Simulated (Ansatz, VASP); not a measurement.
## One calculation of Nb3Te2Mo, two programs

Contents of INCAR:

```
SYSTEM = Nb3Te2Mo
PREC     = Accurate       ! precision mode
ENCUT    = 600            ! plane-wave cutoff, eV
EDIFF    = 1E-7           ! SCF threshold, eV
ISMEAR   = 0              ! smearing method
SIGMA    = 0.2            ! smearing width, eV
LREAL    = .FALSE.        ! projectors in reciprocal space
LASPH    = .TRUE.         ! aspherical terms in the spheres
NELM     = 80             ! most SCF steps
ALGO     = Normal         ! electronic algorithm
ISIF     = 3              ! what is computed and relaxed
LWAVE    = .FALSE.        ! write WAVECAR
LCHARG   = .FALSE.        ! write CHGCAR
GGA      = PE             ! functional
IBRION   = 2              ! ionic algorithm
NSW      = 36             ! ionic steps
EDIFFG   = -0.08          ! ionic threshold
```

File KPOINTS:

```
Automatic mesh
0
G
  4 4 3
  0 0 0
```

POSCAR

```
Nb3Te2Mo
1.0
    4.9700000000      0.0000000000      0.0000000000
   -2.4850000000      4.3041462600      0.0000000000
    0.0000000000      0.0000000000      6.0400000000
Nb Te Mo
3 2 1
Direct
    0.0000000000      0.0000000000      0.5000000000
    0.3333333300      0.6666666700      0.7500000000
    0.6666666700      0.3333333300      0.2500000000
    0.6666666700      0.3333333300      0.7500000000
    0.3333333300      0.6666666700      0.2500000000
    0.0000000000      0.0000000000      0.0000000000
```

Input for Ansatz:

```yaml
crystal:
  lattice:
    - [4.97, 0.0, 0.0]
    - [-2.485, 4.30414626, 0.0]
    - [0.0, 0.0, 6.04]
  atoms:
    - { symbol: Nb, position: [0.0, 0.0, 0.5] }
    - { symbol: Nb, position: [0.33333333, 0.66666667, 0.75] }
    - { symbol: Nb, position: [0.66666667, 0.33333333, 0.25] }
    - { symbol: Te, position: [0.66666667, 0.33333333, 0.75] }
    - { symbol: Te, position: [0.33333333, 0.66666667, 0.25] }
    - { symbol: Mo, position: [0.0, 0.0, 0.0] }
basis:
  ecutwfc: 420
kpoints:
  mp_grid: { grid: [4, 4, 3] }
hamiltonian:
  xc: pbe
scf:
  occupations: { method: gaussian, width: 0.2 }
  lower_state_search: "off"
output:
  forces: true
  stress: true
  eigenvalues: true
relax:
  adjacent_minimum: "off"
  f_tol: 0.08
  max_steps: 16
  cell: { stress_tol: 0.8 }
```

Alike in both runs: task relaxation of cell and atoms; functional PBE; k mesh 4 × 4 × 3; occupations gaussian, width 0.2 eV; no spin polarisation.

|  | VASP | Ansatz |
| --- | --- | --- |
| version | VASP 6.6.1 | Ansatz 0.2.0 |
| potentials or method | VASP PAW PBE potentials, release 64 (Nb_sv, Te, Mo_sv), cutoff 600 eV | scalar-relativistic, plane waves, PAW |
| valence electrons in the cell | 65 | 85 |

Ansatz gave:

```
gap on the k mesh at the Fermi level, each at its own relaxed structure (eV) : none
relaxed volume (Å³/atom)                                                     : 18.84
relaxed length of the cell vector where the two differ most in proportion (Å)              : 5.564
```

Q: What did VASP give for the same quantities?

A: gap on the k mesh at the Fermi level, each at its own relaxed structure (eV): none; relaxed volume (Å³/atom): 18.84; relaxed length of the cell vector where the two differ most in proportion (Å): 5.546.

A gap of «none» marks a metal or a gap that the smearing closes. VASP's potentials hold 65 valence electrons a cell and Ansatz's 85, so a difference there can come from the potentials and not from the codes.

The k mesh is coarse, so the values compare programs but aren't converged. Spin-orbit coupling is off throughout.
